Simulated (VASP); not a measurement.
Wanted: the native input for a VASP 6.6.1 run.

* Task: single point
* Functional: PBE
* Potentials or basis: VASP PAW PBE potentials, release 64 (Pd, I)
* Cutoff: 520 eV
* k mesh: 12 × 12 × 12
* Occupations: fermi-dirac, width 0.05 eV
* Spin: no spin polarisation
* Dipole correction: no
* Further INCAR settings: ALGO = Normal; EDIFF = 1e-07; NBANDS = 16

The structure of PdI (CsCl type) lies in POSCAR:

```
PdI
1.0
    3.5784973416      0.0000000000      0.0000000000
    0.0000000000      3.5784973416      0.0000000000
    0.0000000000      0.0000000000      3.5784973416
Pd I
1 1
Direct
    0.0000000000      0.0000000000      0.0000000000
    0.5000000000      0.5000000000      0.5000000000
```

These files were run (other wordings do the same):

INCAR

```
  PREC = Accurate
  ENCUT = 520
  EDIFF = 1E-7
  ISMEAR = -1
  SIGMA = 0.05
  LREAL = F
  LASPH = T
  NELM = 60
  ALGO = Normal
  ISIF = 2
  LWAVE = F
  LCHARG = F
  GGA = PE
  NBANDS = 16
```

KPOINTS

```
Automatic mesh
0
Gamma
  12 12 12
```

Potentials or basis: VASP PAW PBE potentials, release 64 (Pd, I).

The run is started by

```sh
$ cat potpaw_PBE.64/Pd/POTCAR potpaw_PBE.64/I/POTCAR > POTCAR
$ mpirun -np 1 vasp_std > vasp.out
```

It gave:

```
Pressure               : -0.1 GPa
Band gap on the k mesh : zero (an odd number of electrons rules out a gap without spin polarisation)
```

Caveat: spin-orbit coupling is left out, which moves the levels of the heavy elements; an odd number of electrons without spin polarisation forces a metal; a magnetic or distorted state may lie lower.

It took 20 s on 1 thread of Intel(R) Xeon(R) 6975P-C (Granite Rapids), with other jobs on the host, peak memory 0.2 GiB.
